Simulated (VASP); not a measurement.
# ScTi2O2 (P-3m1) in VASP: relaxation of cell and atoms with PBE

Aim: the relaxation of cell and atoms of ScTi2O2 with PBE.

Program: VASP 6.6.1. These are calculated values, not measurements. Logs are shortened: lines on timing, memory, paths and dates and some standing lists are left out, and cuts for length are marked.

**1. The cell of the first run**

Symmetry: P-3m1, No. 164, trigonal system. The conventional cell has a = 3.100 Å, b = 3.100 Å, c = 7.450 Å, α = 90.00°, β = 90.00°, γ = 120.00°. Sc (site symmetry -3m) has 6 O at 2.15 Å within 2.8 Å. Ti (site symmetry 3m) has 3 O at 2.24 Å and 3 Ti at 2.98 Å within 3.0 Å. Within 2.8 Å of O (site symmetry 3m) lie 3 Sc at 2.15 Å and 3 Ti at 2.24 Å.

**2. Relaxation of cell and atoms, PBE, collinear spin, ferromagnetic start**

INCAR

```
SYSTEM = ScTi2O2
ALGO     = Normal         ! electronic algorithm
EDIFF    = 1E-6           ! SCF threshold, eV
EDIFFG   = -0.08          ! ionic threshold
ENCUT    = 600            ! plane-wave cutoff, eV
GGA      = PE             ! functional
IBRION   = 2              ! ionic algorithm
ISIF     = 3              ! what is computed and relaxed
ISMEAR   = 0              ! smearing method
ISPIN    = 2              ! spin polarisation
LASPH    = .True.         ! aspherical terms in the spheres
LCHARG   = .False.        ! write CHGCAR
LMAXMIX  = 4              ! l up to which the mixer works
LORBIT   = 11             ! projections on sites
LREAL    = .False.        ! projectors in reciprocal space
LWAVE    = .False.        ! write WAVECAR
MAGMOM   = 0 1 1 0 0      ! initial moments
NELM     = 150            ! most SCF steps
NSW      = 36             ! ionic steps
PREC     = Accurate       ! precision mode
SIGMA    = 0.2            ! smearing width, eV
```

KPOINTS

```
k-points
0
Gamma
  6 6 2
  0 0 0
```

POSCAR

```
ScTi2O2
1.0
    3.1000000000      0.0000000000      0.0000000000
   -1.5500000000      2.6846787500      0.0000000000
    0.0000000000      0.0000000000      7.4500000000
Sc Ti O
1 2 2
Direct
    0.0000000000      0.0000000000      0.0000000000
    0.3333333300      0.6666666700      0.3400000000
    0.6666666700      0.3333333300      0.6600000000
    0.3333333300      0.6666666700      0.8400000000
    0.6666666700      0.3333333300      0.1600000000
```

Potentials or basis: VASP PAW PBE potentials, release 64 (Sc_sv, Ti_sv, O).

The run is started by

```
> cat potpaw_PBE.64/Sc_sv/POTCAR potpaw_PBE.64/Ti_sv/POTCAR potpaw_PBE.64/O/POTCAR > POTCAR
> mpirun -np 1 vasp_std > vasp.out
```

OUTCAR:

```text
SYSTEM = ScTi2O2
   EDIFF = 1E-6
   EDIFFG = -0.08
   ENCUT = 600
   GGA = PE
   IBRION = 2
   ISIF = 3
   ISMEAR = 0
   ISPIN = 2
   LASPH = .True.
   LORBIT = 11
   LREAL = .False.
   NELM = 150
   NSW = 36
   PREC = Accurate

 ion  position               nearest neighbor table
   1  0.000  0.000  0.000-   4 2.15   5 2.15   4 2.15   5 2.15   5 2.15   4 2.15   2 3.10   3 3.10
                             2 3.10   3 3.10   2 3.10   3 3.10
   2  0.333  0.667  0.340-   5 2.24   5 2.24   5 2.24   1 3.10   1 3.10   1 3.10
   3  0.667  0.333  0.660-   4 2.24   4 2.24   4 2.24   1 3.10   1 3.10   1 3.10
   4  0.333  0.667  0.840-   1 2.15   1 2.15   1 2.15   3 2.24   3 2.24   3 2.24
   5  0.667  0.333  0.160-   1 2.15   1 2.15   1 2.15   2 2.24   2 2.24   2 2.24

  LATTYP: Found a hexagonal cell.
 ALAT       =     3.1000000000
 C/A-ratio  =     2.4032258065

  Lattice vectors:

 A1 = (   3.1000000000,   0.0000000000,   0.0000000000)
 A2 = (  -1.5500000000,   2.6846787500,   0.0000000000)
 A3 = (   0.0000000000,   0.0000000000,   7.4500000000)

Analysis of symmetry for initial positions (statically):
=====================================================================
 Subroutine PRICEL returns:
 Original cell was already a primitive cell.

 Routine SETGRP: Setting up the symmetry group for a
 hexagonal supercell.

 Subroutine GETGRP returns: Found 12 space group operations
 (whereof 12 operations were pure point group operations)
 out of a pool of 24 trial point group operations.

The static configuration has the point symmetry D_3d.

Analysis of symmetry for dynamics (positions and initial velocities):
=====================================================================
 Subroutine PRICEL returns:
 Original cell was already a primitive cell.

 Routine SETGRP: Setting up the symmetry group for a
 hexagonal supercell.

 Subroutine GETGRP returns: Found 12 space group operations
 (whereof 12 operations were pure point group operations)
 out of a pool of 24 trial point group operations.

The dynamic configuration has the point symmetry D_3d.

Analysis of structural, dynamic, and magnetic symmetry:
=====================================================================
 Subroutine PRICEL returns:
 Original cell was already a primitive cell.

 Routine SETGRP: Setting up the symmetry group for a
 hexagonal supercell.

 Subroutine GETGRP returns: Found 12 space group operations
 (whereof 12 operations were pure point group operations)
 out of a pool of 24 trial point group operations.

The overall configuration has the point symmetry D_3d.

 Subroutine INISYM returns: Found 12 space group operations
 (whereof 12 operations are pure point group operations),
 and found     1 'primitive' translations

----------------------------------------------------------------------------------------

                                     Primitive cell

  volume of cell :      62.0027

  direct lattice vectors                    reciprocal lattice vectors
     3.100000000  0.000000000  0.000000000     0.322580645  0.186242022  0.000000000
    -1.550000000  2.684678750  0.000000000     0.000000000  0.372484045  0.000000000
     0.000000000  0.000000000  7.450000000     0.000000000  0.000000000  0.134228188

  length of vectors
     3.100000000  3.099999999  7.450000000     0.372484045  0.372484045  0.134228188

  position of ions in fractional coordinates (direct lattice)
     0.000000000  0.000000000  0.000000000
     0.333333330  0.666666670  0.340000000
     0.666666670  0.333333330  0.660000000
     0.333333330  0.666666670  0.840000000
     0.666666670  0.333333330  0.160000000

  ion indices of the primitive-cell ions
   primitive index   ion index
                 1           1
                 2           2
                 3           3
                 4           4
                 5           5

----------------------------------------------------------------------------------------

 KPOINTS: k-points

Automatic generation of k-mesh.
 Grid dimensions read from file:
 generate k-points for:    6    6    2

 Generating k-lattice:

  Cartesian coordinates                     Fractional coordinates (reciprocal lattice)
     0.053763441  0.031040337  0.000000000     0.166666667  0.000000000  0.000000000
     0.000000000  0.062080674  0.000000000     0.000000000  0.166666667  0.000000000
     0.000000000  0.000000000  0.067114094     0.000000000  0.000000000  0.500000000

  Length of vectors
     0.062080674  0.062080674  0.067114094

  Shift w.r.t. Gamma in fractional coordinates (k-lattice)
     0.000000000  0.000000000  0.000000000

 Subroutine IBZKPT returns following result:
 ===========================================

 Found     14 irreducible k-points:

 Following reciprocal coordinates:
            Coordinates               Weight
  0.000000  0.000000  0.000000      1.000000
  0.166667 -0.000000  0.000000      6.000000
  0.333333  0.000000  0.000000      6.000000
  0.500000  0.000000  0.000000      3.000000
  0.166667  0.166667  0.000000      6.000000
  0.333333  0.166667  0.000000     12.000000
  0.333333  0.333333  0.000000      2.000000
  0.000000  0.000000  0.500000      1.000000
  0.166667 -0.000000  0.500000      6.000000
  0.333333  0.000000  0.500000      6.000000
  0.500000  0.000000  0.500000      3.000000
  0.166667  0.166667  0.500000      6.000000
  0.333333  0.166667  0.500000     12.000000
  0.333333  0.333333  0.500000      2.000000
   k-points           NKPTS =     14   k-points in BZ     NKDIM =     14   number of bands    NBANDS=     29
   number of dos      NEDOS =    301   number of ions     NIONS =      5
   total plane-waves  NPLWV =  47040
   dimension x,y,z NGX =    28 NGY =   28 NGZ =   60
   dimension x,y,z NGXF=    56 NGYF=   56 NGZF=  120
   ions per type =               1   2   2
   NGX,Y,Z   is equivalent  to a cutoff of  15.02, 15.02, 13.39 a.u.
   NGXF,Y,Z  is equivalent  to a cutoff of  30.03, 30.03, 26.78 a.u.
 SYSTEM =  ScTi2O2
   PREC   = accura    normal or accurate (medium, high low for compatibility)
   ISTART =      0    job   : 0-new  1-cont  2-samecut
   ICHARG =      2    charge: 1-file 2-atom 10-const
   ISPIN  =      2    spin polarized calculation?
   LNONCOLLINEAR =      F non collinear calculations
   LSORBIT =      F    spin-orbit coupling
   LASPH  =      T    aspherical Exc in radial PAW
   ENCUT  =  600.0 eV  44.10 Ry    6.64 a.u.   6.19  6.19 14.88*2*pi/ulx,y,z
   NELM   =    150;   NELMIN=  2; NELMDL= -5     # of ELM steps
   EDIFF  = 0.1E-05   stopping-criterion for ELM
   LREAL  =      F    real-space projection
   EDIFFG = -.8E-01   stopping-criterion for IOM
   NSW    =     36    number of steps for IOM
   IBRION =      2    ionic relax: 0-MD 1-quasi-New 2-CG
   NFREE  =      1    steps in history (QN), initial steepest desc. (CG)
   ISIF   =      3    stress and relaxation
   ISYM   =      2    0-nonsym 1-usesym 2-fastsym
   POTIM  = 0.5000    time-step for ionic-motion
   TEBEG  =    0.0;   TEEND  =   0.0 temperature during run
   PSTRESS=    0.0 pullay stress
   NELECT =      47.0000    total number of electrons
   NUPDOWN=      -1.0000    fix difference up-down
   EMIN   =  10.00;   EMAX   =-10.00  energy-range for DOS
   EFERMI =   0.00;   METHOD = LEGACY
   ISMEAR =     0;   SIGMA  =   0.20  broadening in eV -4-tet -1-fermi 0-gaus
   EFERMI_NEDOS =   21; number of points for ismear=-14 and -15
   IALGO  =     38    algorithm
   IMIX   =      4    mixing-type and parameters
     AMIX     =   0.40;   BMIX     =  1.00
     AMIX_MAG =   1.60;   BMIX_MAG =  1.00
  volume/ion in A,a.u.               =      12.40        83.68
  Fermi-wavevector in a.u.,A,eV,Ry     =   1.492694  2.820782 30.315608  2.228134
  Thomas-Fermi vector in A             =   2.605189
   LORBIT       =     11    0 simple, 1 ext, 2 COOP (PROOUT), +10 PAW based schemes
   GGA     = PE    functional components
   LHFCALC =     F    Hartree Fock is set to
   AEXX    =    0.0000 exact exchange contribution
   IVDW    =     0    specifies the selected vdW correction
   LEPSILON=     F    determine dielectric tensor
   LRPA    =     F    only Hartree local field effects (RPA)
 conjugate gradient relaxation of ions
 spin polarized calculation
 Gauss-broadening in eV      SIGMA  =   0.20
  energy-cutoff  :      600.00
  volume of cell :       62.00
 maximum number of plane-waves:      2088
 NGX is ok and might be reduce to    28
   NGX = 13   NGY = 13   NGZ = 29

--------------------------------------- Ionic step        1  -------------------------------------------

 number of electron      46.9999997 magnetization       0.0003240

 Free energy of the ion-electron system (eV)
  ---------------------------------------------------
  ext. energy  EPLUGINS =         0.00000000
  ---------------------------------------------------
  free energy    TOTEN  =       -42.59636623 eV

  energy without entropy =      -42.51348306  energy(sigma->0) =      -42.55492465

------------------------ aborting loop because EDIFF is reached ----------------------------------------

  FORCE on cell =-STRESS in cart. coord.  units (eV):
  Direction    XX          YY          ZZ          XY          YZ          ZX
  --------------------------------------------------------------------------------------
  -------------------------------------------------------------------------------------
  Total       -2.1520513     -2.1520513      0.5189506      0.0000000      0.0000000      0.0000000
  in kB      -55.6100031    -55.6100030     13.4099232      0.0000000      0.0000000      0.0000000
  external PRESSURE =     -32.6033610 kB  Pullay stress =       0.0000000 kB
[... 188 lines left out ...]
--------------------------------------- Ionic step        6  -------------------------------------------

 number of electron      46.9999999 magnetization      -0.0000002

 number of electron      46.9999999 magnetization       0.0000008

 Free energy of the ion-electron system (eV)
  ---------------------------------------------------
  ext. energy  EPLUGINS =         0.00000000
  ---------------------------------------------------
  free energy    TOTEN  =       -42.71387056 eV

  energy without entropy =      -42.64273105  energy(sigma->0) =      -42.67830081

 E-fermi :   8.9975     XC(G=0): -12.0394

 val. band max:        8.9875550736   @ k =   0.1667  -0.0000   0.5000
 cond. band min:       9.0243802222   @ k =   0.3333   0.0000   0.0000
 fundamental gap:      0.0368251486
 Fermi energy:         8.9975011358

 spin component 1

 k-point     1 :       0.0000    0.0000    0.0000
  band No.  band energies     occupation
      1     -48.1485      1.00000
      2     -48.0897      1.00000
      3     -41.3068      1.00000
      4     -24.5698      1.00000
      5     -24.2817      1.00000
      6     -24.2237      1.00000
[... 437 lines left out ...]
     28      11.3761      0.00000
     29      11.5247      0.00000
 Fermi energy:         8.9975011358

 spin component 2

 k-point     1 :       0.0000    0.0000    0.0000
  band No.  band energies     occupation
      1     -48.1485      1.00000
      2     -48.0897      1.00000
      3     -41.3068      1.00000
      4     -24.5698      1.00000
      5     -24.2817      1.00000
      6     -24.2237      1.00000
[... 469 lines left out ...]
  FREE ENERGIE OF THE ION-ELECTRON SYSTEM (eV)
  ---------------------------------------------------
  free  energy   TOTEN  =       -42.7138705626 eV

  energy  without entropy=      -42.6427310496  energy(sigma->0) =      -42.67830081

 reached required accuracy - stopping structural energy minimisation

 total charge

# of ion       s       p       d       tot
------------------------------------------
    1        2.187   6.222   1.323   9.731
    2        2.184   6.121   1.918  10.224
    3        2.184   6.121   1.918  10.224
    4        1.551   3.497   0.000   5.048
    5        1.551   3.497   0.000   5.048
--------------------------------------------------
tot          9.657  25.459   5.159  40.275

 magnetization (x)

# of ion       s       p       d       tot
------------------------------------------
    1       -0.000   0.000  -0.000  -0.000
    2       -0.000  -0.000   0.000  -0.000
    3       -0.000  -0.000   0.000  -0.000
    4        0.000   0.000   0.000   0.000
    5        0.000   0.000   0.000   0.000
--------------------------------------------------
tot         -0.000   0.000  -0.000   0.000
```

It took 4.8 min on 1 thread of Intel Xeon 6975P-C (Granite Rapids), shared host; peak memory 0.27 GiB.

Results:

| Property | Result |
| --- | --- |
| Free energy | -42.7139 eV |
| Relaxed volume | 12.00 Å³/atom |
| Relaxed cell | a = 3.026 Å, b = 3.026 Å, c = 7.570 Å, α = 90.00°, β = 90.00°, γ = 120.00° |
| Space group after relaxing (to 0.05 Å) | P-3m1 (No. 164) |
| Energy gained by relaxing | 23.5 meV/atom |
| Ionic steps | 6 |
| Pressure after relaxing | 0.0 GPa |
| Largest force after relaxing | 0.036 eV/Å |
| Net moment | 0.00 μB per cell |
| Valence electrons inside the program's atomic spheres | Sc 9.73; Ti 10.22; O 5.05 |

Forces in eV/Å, atoms in the order of the input:
```
Sc   0.000  0.000  0.000
Ti   0.000  0.000 -0.004
Ti   0.000  0.000  0.004
O    0.000  0.000 -0.036
O    0.000  0.000  0.036
```

Step by step:
| step | energy change (eV) | largest force (eV/Å) | pressure (GPa) | volume (Å³) |
| --- | --- | --- | --- | --- |
| 1 | 0.0000 | 0.5277 | -3.26 | 62.00 |
| 2 | -0.0822 | 0.4716 | 1.96 | 59.75 |
| 3 | -0.0843 | 0.4610 | 3.22 | 59.30 |
| 4 | -0.1139 | 0.0461 | -0.76 | 60.26 |
| 5 | -0.1148 | 0.1025 | -0.21 | 60.12 |
| 6 | -0.1175 | 0.0356 | -0.04 | 60.02 |

Final structure:
```cif
data_structure
_symmetry_space_group_name_H-M 'P 1'
_symmetry_Int_Tables_number 1
_cell_length_a 3.0258
_cell_length_b 3.0258
_cell_length_c 7.5699
_cell_angle_alpha 90.000
_cell_angle_beta 90.000
_cell_angle_gamma 120.000
_cell_volume 60.02
loop_
_atom_site_label
_atom_site_type_symbol
_atom_site_fract_x
_atom_site_fract_y
_atom_site_fract_z
_atom_site_occupancy
Sc1 Sc 0.00000 0.00000 0.00000 1
Ti1 Ti 0.33333 0.66667 0.34682 1
Ti2 Ti 0.66667 0.33333 0.65318 1
O1 O 0.33333 0.66667 0.83084 1
O2 O 0.66667 0.33333 0.16916 1
```

Caveat: the k points lie up to 0.42 Å⁻¹ apart in the final cell; the relaxation stopped at a loose force limit of 0.08 eV/Å, so its end isn't a converged minimum.
